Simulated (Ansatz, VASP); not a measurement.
CdSe: VASP beside Ansatz

```
CELL_PARAMETERS angstrom
0.00000 3.07027 3.07027
3.07027 0.00000 3.07027
3.07027 3.07027 0.00000
ATOMIC_POSITIONS crystal
Cd 0.00000 0.00000 0.00000
Se 0.25000 0.25000 0.25000
```

Alike in both runs: task relaxation of cell and atoms; functional LDA; k mesh 10 × 10 × 10; occupations gaussian, width 0.01 eV; no spin polarisation.

|  | VASP | Ansatz |
| --- | --- | --- |
| version | VASP 6.6.1 | Ansatz 0.2.0 |
| potentials or method | VASP PAW LDA potentials, release 64 (Cd, Se), cutoff 600 eV | scalar-relativistic, plane waves, PAW |
| valence electrons in the cell | 18 | 36 |

Ansatz gave:

* gap on the k mesh at the Fermi level, each at its own relaxed structure (eV): 0.41
* relaxed volume (Å³/atom): 27.11
* relaxed length of the cell vector where the two differ most in proportion (Å): 4.248

Question: Which values does VASP return?

Answer: gap on the k mesh at the Fermi level, each at its own relaxed structure (eV): 0.42; relaxed volume (Å³/atom): 27.31; relaxed length of the cell vector where the two differ most in proportion (Å): 4.259.

Ansatz warns that its potentials were made for another functional, while VASP's fit it. LDA's correlation is that of Perdew and Zunger in VASP and of Perdew and Wang (1992) in Ansatz. VASP's potentials hold 18 valence electrons a cell and Ansatz's 36, so a difference there can come from the potentials and not from the codes.
